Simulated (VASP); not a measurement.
# In2Te2O (P-3m1) in VASP: relaxation of cell and atoms with PBE

Aim: the relaxation of cell and atoms of In2Te2O with PBE.

All numbers are computed with VASP 6.6.1; they aren't measurements. Logs are shortened: lines on timing, memory, paths and dates and some standing lists are left out, and cuts for length are marked.

**1. The cell of the first run**

The structure is trigonal, space group P-3m1 (No. 164). Conventional cell: a = 4.436 Å, b = 4.436 Å, c = 10.497 Å, α = 90.00°, β = 90.00°, γ = 120.00°. In (site symmetry 3m) has 1 O at 1.97 Å within 2.6 Å. Within 3.8 Å of Te (site symmetry 3m) lie 3 In at 2.87 Å. Within 2.6 Å of O (site symmetry -3m) lie 2 In at 1.97 Å.

The cell was generated, and may not be a known phase.

**2. Relaxation of cell and atoms, PBE**

Input file INCAR:

```
SYSTEM = In2Te2O
PREC = Accurate
ENCUT = 600
EDIFF = 1E-7
ISMEAR = 0
SIGMA = 0.02
LREAL = .FALSE.
LASPH = .TRUE.
NELM = 60
ALGO = Normal
ISIF = 3
LWAVE = .FALSE.
LCHARG = .FALSE.
GGA = PE
IBRION = 2
NSW = 100
EDIFFG = -0.01
```

Input file KPOINTS:

```
Automatic mesh
0
G
  6 6 4
  0 0 0
```

Input file POSCAR:

```
In2Te2O
1.0
    4.4364485183      0.0000000000      0.0000000000
   -2.2182242591      3.8420771195      0.0000000000
    0.0000000000      0.0000000000     10.4973447109
In Te O
2 2 1
Direct
    0.0000000000      0.0000000000      0.8123172302
    0.0000000000      0.0000000000      0.1876827698
    0.3333333333      0.6666666667      0.3111277910
    0.6666666667      0.3333333333      0.6888722090
    0.0000000000      0.0000000000      0.0000000000
```

Potentials or basis: VASP PAW PBE potentials, release 64 (In_d, Te, O).

Started as:

```sh
cat potpaw_PBE.64/In_d/POTCAR potpaw_PBE.64/Te/POTCAR potpaw_PBE.64/O/POTCAR > POTCAR
mpirun -np 1 vasp_std > vasp.out
```

OUTCAR:

```text
SYSTEM = In2Te2O
   PREC = Accurate
   ENCUT = 600
   EDIFF = 1E-7
   ISMEAR = 0
   LREAL = .FALSE.
   LASPH = .TRUE.
   NELM = 60
   ISIF = 3
   GGA = PE
   IBRION = 2
   NSW = 100
   EDIFFG = -0.01

 ion  position               nearest neighbor table
   1  0.000  0.000  0.812-   5 1.97   4 2.87   4 2.87   4 2.87   2 3.94
   2  0.000  0.000  0.188-   5 1.97   3 2.87   3 2.87   3 2.87   1 3.94
   3  0.333  0.667  0.311-   2 2.87   2 2.87   2 2.87
   4  0.667  0.333  0.689-   1 2.87   1 2.87   1 2.87
   5  0.000  0.000  0.000-   1 1.97   2 1.97

  LATTYP: Found a hexagonal cell.
 ALAT       =     4.4364485183
 C/A-ratio  =     2.3661594781

  Lattice vectors:

 A1 = (   4.4364485183,   0.0000000000,   0.0000000000)
 A2 = (  -2.2182242591,   3.8420771195,   0.0000000000)
 A3 = (   0.0000000000,   0.0000000000,  10.4973447109)

Analysis of symmetry for initial positions (statically):
=====================================================================
 Subroutine PRICEL returns:
 Original cell was already a primitive cell.

 Routine SETGRP: Setting up the symmetry group for a
 hexagonal supercell.

 Subroutine GETGRP returns: Found 12 space group operations
 (whereof 12 operations were pure point group operations)
 out of a pool of 24 trial point group operations.

The static configuration has the point symmetry D_3d.

Analysis of symmetry for dynamics (positions and initial velocities):
=====================================================================
 Subroutine PRICEL returns:
 Original cell was already a primitive cell.

 Routine SETGRP: Setting up the symmetry group for a
 hexagonal supercell.

 Subroutine GETGRP returns: Found 12 space group operations
 (whereof 12 operations were pure point group operations)
 out of a pool of 24 trial point group operations.

The dynamic configuration has the point symmetry D_3d.

 Subroutine INISYM returns: Found 12 space group operations
 (whereof 12 operations are pure point group operations),
 and found     1 'primitive' translations

----------------------------------------------------------------------------------------

                                     Primitive cell

  volume of cell :     178.9291

  direct lattice vectors                    reciprocal lattice vectors
     4.436448518  0.000000000  0.000000000     0.225405523  0.130137940  0.000000000
    -2.218224259  3.842077119  0.000000000     0.000000000  0.260275879  0.000000000
     0.000000000  0.000000000 10.497344711     0.000000000  0.000000000  0.095262186

  length of vectors
     4.436448518  4.436448518 10.497344711     0.260275879  0.260275879  0.095262186

  position of ions in fractional coordinates (direct lattice)
     0.000000000  0.000000000  0.812317230
     0.000000000  0.000000000  0.187682770
     0.333333333  0.666666667  0.311127791
     0.666666667  0.333333333  0.688872209
     0.000000000  0.000000000  0.000000000

  ion indices of the primitive-cell ions
   primitive index   ion index
                 1           1
                 2           2
                 3           3
                 4           4
                 5           5

----------------------------------------------------------------------------------------

 KPOINTS: Automatic mesh

Automatic generation of k-mesh.
 Grid dimensions read from file:
 generate k-points for:    6    6    4

 Generating k-lattice:

  Cartesian coordinates                     Fractional coordinates (reciprocal lattice)
     0.037567587  0.021689657  0.000000000     0.166666667  0.000000000  0.000000000
     0.000000000  0.043379313  0.000000000     0.000000000  0.166666667  0.000000000
     0.000000000  0.000000000  0.023815546     0.000000000  0.000000000  0.250000000

  Length of vectors
     0.043379313  0.043379313  0.023815546

  Shift w.r.t. Gamma in fractional coordinates (k-lattice)
     0.000000000  0.000000000  0.000000000

 Subroutine IBZKPT returns following result:
 ===========================================

 Found     24 irreducible k-points:

 Following reciprocal coordinates:
            Coordinates               Weight
  0.000000  0.000000  0.000000      1.000000
  0.166667  0.000000  0.000000      6.000000
  0.333333  0.000000  0.000000      6.000000
  0.500000  0.000000  0.000000      3.000000
  0.166667  0.166667  0.000000      6.000000
  0.333333  0.166667  0.000000     12.000000
[... 16 lines left out ...]
  0.333333  0.166667  0.500000     12.000000
  0.333333  0.333333  0.500000      2.000000
   k-points           NKPTS =     24   k-points in BZ     NKDIM =     24   number of bands    NBANDS=     26
   number of dos      NEDOS =    301   number of ions     NIONS =      5
   total plane-waves  NPLWV = 108864
   dimension x,y,z NGX =    36 NGY =   36 NGZ =   84
   dimension x,y,z NGXF=    72 NGYF=   72 NGZF=  168
   ions per type =               2   2   1
   NGX,Y,Z   is equivalent  to a cutoff of  13.49, 13.49, 13.30 a.u.
   NGXF,Y,Z  is equivalent  to a cutoff of  26.98, 26.98, 26.61 a.u.
 SYSTEM =  In2Te2O
   PREC   = accura    normal or accurate (medium, high low for compatibility)
   ISTART =      0    job   : 0-new  1-cont  2-samecut
   ICHARG =      2    charge: 1-file 2-atom 10-const
   ISPIN  =      1    spin polarized calculation?
   LNONCOLLINEAR =      F non collinear calculations
   LSORBIT =      F    spin-orbit coupling
   LASPH  =      T    aspherical Exc in radial PAW
   ENCUT  =  600.0 eV  44.10 Ry    6.64 a.u.   8.86  8.86 20.97*2*pi/ulx,y,z
   NELM   =     60;   NELMIN=  2; NELMDL= -5     # of ELM steps
   EDIFF  = 0.1E-06   stopping-criterion for ELM
   LREAL  =      F    real-space projection
   EDIFFG = -.1E-01   stopping-criterion for IOM
   NSW    =    100    number of steps for IOM
   IBRION =      2    ionic relax: 0-MD 1-quasi-New 2-CG
   NFREE  =      1    steps in history (QN), initial steepest desc. (CG)
   ISIF   =      3    stress and relaxation
   ISYM   =      2    0-nonsym 1-usesym 2-fastsym
   POTIM  = 0.5000    time-step for ionic-motion
   TEBEG  =    0.0;   TEEND  =   0.0 temperature during run
   PSTRESS=    0.0 pullay stress
   NELECT =      44.0000    total number of electrons
   NUPDOWN=      -1.0000    fix difference up-down
   EMIN   =  10.00;   EMAX   =-10.00  energy-range for DOS
   EFERMI =   0.00;   METHOD = LEGACY
   ISMEAR =     0;   SIGMA  =   0.02  broadening in eV -4-tet -1-fermi 0-gaus
   EFERMI_NEDOS =   21; number of points for ismear=-14 and -15
   IALGO  =     38    algorithm
   IMIX   =      4    mixing-type and parameters
     AMIX     =   0.40;   BMIX     =  1.00
     AMIX_MAG =   1.60;   BMIX_MAG =  1.00
  volume/ion in A,a.u.               =      35.79       241.49
  Fermi-wavevector in a.u.,A,eV,Ry     =   1.025649  1.938195 14.312726  1.051956
  Thomas-Fermi vector in A             =   2.159500
   LORBIT       =      0    0 simple, 1 ext, 2 COOP (PROOUT), +10 PAW based schemes
   GGA     = PE    functional components
   LHFCALC =     F    Hartree Fock is set to
   AEXX    =    0.0000 exact exchange contribution
   IVDW    =     0    specifies the selected vdW correction
   LEPSILON=     F    determine dielectric tensor
   LRPA    =     F    only Hartree local field effects (RPA)
 conjugate gradient relaxation of ions
 non-spin polarized calculation
 Gauss-broadening in eV      SIGMA  =   0.02
  energy-cutoff  :      600.00
  volume of cell :      178.93
 maximum number of plane-waves:      6012
   NGX = 17   NGY = 17   NGZ = 41

--------------------------------------- Ionic step        1  -------------------------------------------

 number of electron      44.0000001 magnetization

 Free energy of the ion-electron system (eV)
  ---------------------------------------------------
  ext. energy  EPLUGINS =         0.00000000
  ---------------------------------------------------
  free energy    TOTEN  =       -19.22773685 eV

  energy without entropy =      -19.22773685  energy(sigma->0) =      -19.22773685

------------------------ aborting loop because EDIFF is reached ----------------------------------------

  FORCE on cell =-STRESS in cart. coord.  units (eV):
  Direction    XX          YY          ZZ          XY          YZ          ZX
  --------------------------------------------------------------------------------------
  -------------------------------------------------------------------------------------
  Total       -0.0118991     -0.0118991      0.2464740     -0.0000000      0.0000000      0.0000000
  in kB       -0.1065472     -0.1065472      2.2069918     -0.0000000      0.0000000      0.0000000
  external PRESSURE =       0.6646325 kB  Pullay stress =       0.0000000 kB

 VOLUME and BASIS-vectors are now :
 -----------------------------------------------------------------------------
  energy-cutoff  :      600.00
  volume of cell :      178.93
      direct lattice vectors                 reciprocal lattice vectors
     4.436448518  0.000000000  0.000000000     0.225405523  0.130137940  0.000000000
    -2.218224259  3.842077119  0.000000000     0.000000000  0.260275879  0.000000000
     0.000000000  0.000000000 10.497344711     0.000000000  0.000000000  0.095262186
[... 196 lines left out ...]
 POSITION                                       TOTAL-FORCE (eV/Angst)
 -----------------------------------------------------------------------------------
      2.21812      3.84189      8.53460        -0.000000      0.000000      0.008093
     -0.00000      0.00000      1.97311         0.000000     -0.000000     -0.008093
     -0.00000      2.56126      3.26952        -0.000000      0.000000      0.010991
      2.21812      1.28063      7.23820         0.000000     -0.000000     -0.010991
     -2.21812      3.84189      0.00000         0.000000     -0.000000      0.000000
 -----------------------------------------------------------------------------------
    total drift:                               -0.000000      0.000000      0.000000

  FREE ENERGIE OF THE ION-ELECTRON SYSTEM (eV)
  ---------------------------------------------------
  free  energy   TOTEN  =       -19.2279035569 eV

  energy  without entropy=      -19.2279035569  energy(sigma->0) =      -19.22790356

--------------------------------------- Ionic step        7  -------------------------------------------

 number of electron      44.0000001 magnetization

 Free energy of the ion-electron system (eV)
  ---------------------------------------------------
  ext. energy  EPLUGINS =         0.00000000
  ---------------------------------------------------
  free energy    TOTEN  =       -19.22791833 eV

  energy without entropy =      -19.22791833  energy(sigma->0) =      -19.22791833

 E-fermi :   2.1934     XC(G=0):  -7.7385

 val. band max:        2.0713487546   @ k =   0.0000   0.0000   0.0000
 cond. band min:       3.1340724705   @ k =   0.0000   0.0000   0.0000
 fundamental gap:      1.0627237159
 Fermi energy:         2.1933896201

 k-point     1 :       0.0000    0.0000    0.0000
  band No.  band energies     occupation
      1     -14.8503      2.00000
      2     -11.7421      2.00000
      3     -11.6012      2.00000
      4     -11.6012      2.00000
      5     -11.6008      2.00000
      6     -11.6008      2.00000
[... 18 lines left out ...]
     25       6.0897      0.00000
     26       6.7408      0.00000
[... 687 lines left out ...]
 POSITION                                       TOTAL-FORCE (eV/Angst)
 -----------------------------------------------------------------------------------
     -0.00000      0.00000      8.53574        -0.000000      0.000000      0.005290
     -0.00000      0.00000      1.97308         0.000000     -0.000000     -0.005290
     -0.00000      2.56097      3.27036        -0.000000      0.000000      0.008264
      2.21787      1.28049      7.23846         0.000000     -0.000000     -0.008264
      0.00000     -0.00000      0.00000        -0.000000      0.000000      0.000000
 -----------------------------------------------------------------------------------
    total drift:                                0.000000      0.000000      0.000000

  FREE ENERGIE OF THE ION-ELECTRON SYSTEM (eV)
  ---------------------------------------------------
  free  energy   TOTEN  =       -19.2279183275 eV

  energy  without entropy=      -19.2279183275  energy(sigma->0) =      -19.22791833

 reached required accuracy - stopping structural energy minimisation
```

It took 9 min on 1 thread of Intel Xeon Platinum 8259CL at 2.50GHz (Skylake/Cascade Lake), shared host; peak memory 0.42 GiB.

Results:

| Item | Value |
| --- | --- |
| Free energy | -19.2279 eV |
| Relaxed volume | 35.81 Å³/atom |
| Relaxed cell | a = 4.436 Å, b = 4.436 Å, c = 10.509 Å, α = 90.00°, β = 90.00°, γ = 120.00° |
| Space group after relaxing (to 0.1 Å) | P-3m1 (No. 164) |
| Energy gained by relaxing | 0.0 meV/atom |
| Ionic steps | 7 |
| Pressure after relaxing | 0.0 GPa |
| Largest force after relaxing | 0.008 eV/Å |
| Band gap on the k mesh | 1.06 eV |

Forces in eV/Å, atoms in the order of the input:
```
In   0.000  0.000  0.005
In   0.000  0.000 -0.005
Te   0.000  0.000  0.008
Te   0.000  0.000 -0.008
O    0.000  0.000  0.000
```

The path:
```
step  energy change (eV)  largest force (eV/Å)  pressure (GPa)  volume (Å³)
   1              0.0000                0.0494            0.07       178.93
   2              0.0002                0.0873           -0.11       179.31
   3             -0.0002                0.0111            0.00       179.08
   4             -0.0002                0.0108            0.00       179.09
   5             -0.0001                0.0474           -0.06       179.20
   6             -0.0002                0.0110           -0.01       179.09
   7             -0.0002                0.0083           -0.01       179.07
```

Final structure:
```
CELL_PARAMETERS angstrom
4.43573 0.00000 0.00000
-2.21787 3.84146 0.00000
0.00000 0.00000 10.50882
ATOMIC_POSITIONS crystal
In 0.00000 0.00000 0.81225
In 0.00000 0.00000 0.18775
Te 0.33333 0.66667 0.31120
Te 0.66667 0.33333 0.68880
O 0.00000 0.00000 0.00000
```

Caveat: spin-orbit coupling is left out, which moves the levels of the heavy elements; this functional lacks dispersion, which binds layers or chains, so the pressure and a relaxed spacing across them are unreliable. A k mesh can miss the band edges.
